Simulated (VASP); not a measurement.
# In2TeC (Cmmm) in VASP: single point with PBE

Aim: the single point of In2TeC with PBE.

All numbers are computed with VASP 6.6.1; they aren't measurements. Logs are shortened: lines on timing, memory, paths and dates and some standing lists are left out, and cuts for length are marked.

## (1) The cell of the first run

It takes space group Cmmm (No. 65, orthorhombic). Conventional cell: a = 5.174 Å, b = 5.973 Å, c = 7.807 Å, α = 90.00°, β = 90.00°, γ = 90.00°. In (site symmetry mm2) has 1 C at 1.77 Å within 2.3 Å. Te (site symmetry mmm) has 4 C at 2.59 to 2.99 Å and 8 In at 3.13 to 3.47 Å within 3.5 Å. Within 2.3 Å of C (site symmetry mmm) lie 2 In at 1.77 Å.

The cell was built from a structure type or drawn by symmetry, and may not be a known phase.

## (2) Single point, PBE

Contents of INCAR:

```
PREC = Accurate
ENCUT = 520
EDIFF = 1E-6
ISMEAR = 0
SIGMA = 0.1
LREAL = F
LASPH = T
NELM = 80
ALGO = Normal
ISIF = 2
LWAVE = F
LCHARG = T
GGA = PE
LELF = T
LVHAR = T
NBANDS = 26
```

Contents of KPOINTS:

```
Automatic mesh
0
Gamma
  4 4 2
```

Contents of POSCAR:

```
In2TeC
1.0
    2.5869543300     -2.9865791100      0.0000000000
    2.5869543300      2.9865791100      0.0000000000
    0.0000000000      0.0000000000      7.8069422800
In Te C
2 1 1
Direct
    0.5000000000      0.5000000000      0.7261575900
    0.5000000000      0.5000000000      0.2738424100
    0.0000000000      0.0000000000      0.5000000000
    0.5000000000      0.5000000000      0.5000000000
```

Potentials or basis: VASP PAW PBE potentials, release 64 (In_d, Te, C).

Run with:

```console
> cat potpaw_PBE.64/In_d/POTCAR potpaw_PBE.64/Te/POTCAR potpaw_PBE.64/C/POTCAR > POTCAR
> mpirun -np 1 vasp_std > vasp.out
```

OUTCAR:

```text
PREC = Accurate
   ENCUT = 520
   EDIFF = 1E-6
   ISMEAR = 0
   LREAL = F
   LASPH = T
   NELM = 80
   ISIF = 2
   GGA = PE

 ion  position               nearest neighbor table
   1  0.500  0.500  0.726-   4 1.77   3 3.13   3 3.13   3 3.47   3 3.47   2 3.53
   2  0.500  0.500  0.274-   4 1.77   3 3.13   3 3.13   3 3.47   3 3.47   1 3.53
   3  0.000  0.000  0.500-   4 2.59   4 2.59   1 3.13   1 3.13   2 3.13   2 3.13   2 3.47   1 3.47
                             2 3.47   1 3.47
   4  0.500  0.500  0.500-   1 1.77   2 1.77   3 2.59   3 2.59

  LATTYP: Found a base centered orthorhombic cell.
 ALAT       =     5.1739086600
 B/A-ratio  =     1.1544769366
 C/A-ratio  =     1.5089060888

  Lattice vectors:

 A1 = (   2.5869543300,  -2.9865791100,   0.0000000000)
 A2 = (   2.5869543300,   2.9865791100,   0.0000000000)
 A3 = (   0.0000000000,   0.0000000000,   7.8069422800)

Analysis of symmetry for initial positions (statically):
=====================================================================
 Subroutine PRICEL returns:
 Original cell was already a primitive cell.

 Routine SETGRP: Setting up the symmetry group for a
 base centered orthorhombic supercell.

 Subroutine GETGRP returns: Found  8 space group operations
 (whereof  8 operations were pure point group operations)
 out of a pool of  8 trial point group operations.

The static configuration has the point symmetry D_2h.

Analysis of symmetry for dynamics (positions and initial velocities):
=====================================================================
 Subroutine PRICEL returns:
 Original cell was already a primitive cell.

 Routine SETGRP: Setting up the symmetry group for a
 base centered orthorhombic supercell.

 Subroutine GETGRP returns: Found  8 space group operations
 (whereof  8 operations were pure point group operations)
 out of a pool of  8 trial point group operations.

The dynamic configuration has the point symmetry D_2h.

 Subroutine INISYM returns: Found  8 space group operations
 (whereof  8 operations are pure point group operations),
 and found     1 'primitive' translations

----------------------------------------------------------------------------------------

                                     Primitive cell

  volume of cell :     120.6351

  direct lattice vectors                    reciprocal lattice vectors
     2.586954330 -2.986579110  0.000000000     0.193277475 -0.167415622  0.000000000
[... 78 lines left out ...]
   NELM   =     80;   NELMIN=  2; NELMDL= -5     # of ELM steps
   EDIFF  = 0.1E-05   stopping-criterion for ELM
   LREAL  =      F    real-space projection
   EDIFFG = 0.1E-04   stopping-criterion for IOM
   NSW    =      0    number of steps for IOM
   IBRION =     -1    ionic relax: 0-MD 1-quasi-New 2-CG
   NFREE  =      0    steps in history (QN), initial steepest desc. (CG)
   ISIF   =      2    stress and relaxation
   ISYM   =      2    0-nonsym 1-usesym 2-fastsym
   POTIM  = 0.5000    time-step for ionic-motion
   TEBEG  =    0.0;   TEEND  =   0.0 temperature during run
   PSTRESS=    0.0 pullay stress
   NELECT =      36.0000    total number of electrons
   NUPDOWN=      -1.0000    fix difference up-down
   EMIN   =  10.00;   EMAX   =-10.00  energy-range for DOS
   EFERMI =   0.00;   METHOD = LEGACY
   ISMEAR =     0;   SIGMA  =   0.10  broadening in eV -4-tet -1-fermi 0-gaus
   EFERMI_NEDOS =   21; number of points for ismear=-14 and -15
   IALGO  =     38    algorithm
   IMIX   =      4    mixing-type and parameters
     AMIX     =   0.40;   BMIX     =  1.00
     AMIX_MAG =   1.60;   BMIX_MAG =  1.00
  volume/ion in A,a.u.               =      30.16       203.52
  Fermi-wavevector in a.u.,A,eV,Ry     =   1.094001  2.067362 16.283974  1.196838
  Thomas-Fermi vector in A             =   2.230297
   LORBIT       =      0    0 simple, 1 ext, 2 COOP (PROOUT), +10 PAW based schemes
   GGA     = PE    functional components
   LHFCALC =     F    Hartree Fock is set to
   AEXX    =    0.0000 exact exchange contribution
   IVDW    =     0    specifies the selected vdW correction
   LEPSILON=     F    determine dielectric tensor
   LRPA    =     F    only Hartree local field effects (RPA)
 non-spin polarized calculation
 Gauss-broadening in eV      SIGMA  =   0.10
  energy-cutoff  :      520.00
  volume of cell :      120.64
 maximum number of plane-waves:      3279
 NGX is ok and might be reduce to    30
   NGX = 15   NGY = 15   NGZ = 29

 number of electron      35.9999994 magnetization

 Free energy of the ion-electron system (eV)
  ---------------------------------------------------
  ext. energy  EPLUGINS =         0.00000000
  ---------------------------------------------------
  free energy    TOTEN  =        -9.25528893 eV

  energy without entropy =       -9.23146296  energy(sigma->0) =       -9.24337594

 E-fermi :   4.1471     XC(G=0):  -8.4041

 val. band max:        4.1226014616   @ k =  -0.2500   0.2500   0.5000
 cond. band min:       4.2126802256   @ k =   0.5000   0.5000   0.0000
 fundamental gap:      0.0900787640
 Fermi energy:         4.1471496262

 k-point     1 :       0.0000    0.0000    0.0000
  band No.  band energies     occupation
      1     -12.0005      2.00000
      2     -11.0777      2.00000
      3     -10.4583      2.00000
      4     -10.3808      2.00000
      5     -10.3170      2.00000
      6     -10.3076      2.00000
[... 395 lines left out ...]
     25      10.3165      0.00000
     26      10.5600      0.00000

------------------------ aborting loop because EDIFF is reached ----------------------------------------

  FORCE on cell =-STRESS in cart. coord.  units (eV):
  Direction    XX          YY          ZZ          XY          YZ          ZX
  --------------------------------------------------------------------------------------
  -------------------------------------------------------------------------------------
  Total        5.2705123      1.5446424     35.5190697      0.0000000      0.0000000      0.0000000
  in kB       69.9986496     20.5146822    471.7353439      0.0000000      0.0000000      0.0000000
  external PRESSURE =     187.4162252 kB  Pullay stress =       0.0000000 kB

 VOLUME and BASIS-vectors are now :
 -----------------------------------------------------------------------------
  energy-cutoff  :      520.00
  volume of cell :      120.64
      direct lattice vectors                 reciprocal lattice vectors
     2.586954330 -2.986579110  0.000000000     0.193277475 -0.167415622  0.000000000
     2.586954330  2.986579110  0.000000000     0.193277475  0.167415622  0.000000000
     0.000000000  0.000000000  7.806942280     0.000000000  0.000000000  0.128091123

 POSITION                                       TOTAL-FORCE (eV/Angst)
 -----------------------------------------------------------------------------------
      2.58695      0.00000      5.66907         0.000000      0.000000     11.119258
      2.58695      0.00000      2.13787        -0.000000      0.000000    -11.119258
      0.00000      0.00000      3.90347        -0.000000      0.000000      0.000000
      2.58695      0.00000      3.90347        -0.000000      0.000000      0.000000
 -----------------------------------------------------------------------------------
    total drift:                                0.000000      0.000000     -0.000000

  FREE ENERGIE OF THE ION-ELECTRON SYSTEM (eV)
  ---------------------------------------------------
  free  energy   TOTEN  =        -9.2552889257 eV

  energy  without entropy=       -9.2314629624  energy(sigma->0) =       -9.24337594
```

OSZICAR:

```text
N       E                     dE             d eps       ncg     rms          rms(c)
DAV:   1     0.321983483157E+03    0.32198E+03   -0.16924E+04   728   0.152E+03
DAV:   2     0.272719304138E+02   -0.29471E+03   -0.28518E+03   738   0.374E+02
DAV:   3    -0.108279446925E+02   -0.38100E+02   -0.37074E+02   970   0.145E+02
DAV:   4    -0.129156502466E+02   -0.20877E+01   -0.20585E+01   832   0.342E+01
DAV:   5    -0.130137949528E+02   -0.98145E-01   -0.98079E-01   956   0.740E+00    0.175E+01
DAV:   6    -0.922481588483E+01    0.37890E+01   -0.13859E+01  1220   0.369E+01    0.802E+00
DAV:   7    -0.927413933811E+01   -0.49323E-01   -0.40196E+00   754   0.985E+00    0.664E+00
DAV:   8    -0.927262544080E+01    0.15139E-02   -0.34301E-01  1020   0.294E+00    0.445E+00
DAV:   9    -0.927142073828E+01    0.12047E-02   -0.99352E-02   984   0.216E+00    0.180E+00
DAV:  10    -0.925494994604E+01    0.16471E-01   -0.34914E-02  1012   0.154E+00    0.905E-01
DAV:  11    -0.925521487264E+01   -0.26493E-03   -0.82672E-03   836   0.516E-01    0.289E-01
DAV:  12    -0.925526259237E+01   -0.47720E-04   -0.42372E-04  1142   0.184E-01    0.165E-01
DAV:  13    -0.925530148513E+01   -0.38893E-04   -0.41131E-04  1090   0.126E-01    0.853E-02
DAV:  14    -0.925528191803E+01    0.19567E-04   -0.14111E-04   962   0.113E-01    0.216E-02
DAV:  15    -0.925528543057E+01   -0.35125E-05   -0.15663E-05   854   0.229E-02    0.135E-02
DAV:  16    -0.925528757546E+01   -0.21449E-05   -0.25546E-06   674   0.831E-03    0.605E-03
DAV:  17    -0.925528880482E+01   -0.12294E-05   -0.18101E-06   624   0.649E-03    0.393E-03
DAV:  18    -0.925528892572E+01   -0.12090E-06   -0.12182E-07   512   0.286E-03
   1 F= -.92552889E+01 E0= -.92433759E+01  d E =-.238260E-01
```

Run time: 1.8 min. Hardware: 1 thread of Intel Xeon 8259CL, shared host; peak memory 0.24 GiB.

Results:

```
Free energy            : -9.2553 eV
Pressure               : 18.7 GPa
Largest force          : 11.119 eV/Å
Band gap on the k mesh : zero (bands 18 and 19 overlap by 1.30 eV)
```

Forces on the atoms (eV/Å):
```
In    0.000   0.000  11.119
In    0.000   0.000 -11.119
Te    0.000   0.000   0.000
C     0.000   0.000   0.000
```

Stress tensor (GPa, compression positive):
```
 7.00  0.00  0.00
 0.00  2.05  0.00
 0.00  0.00 47.17
```

Caveat: the k points lie up to 0.40 Å⁻¹ apart, too coarse for converged energies and pressures of a metal; spin-orbit coupling is left out, which moves the levels of the heavy elements; forces of over 1 eV/Å act on the atoms, so gaps and moduli don't describe the material at rest.
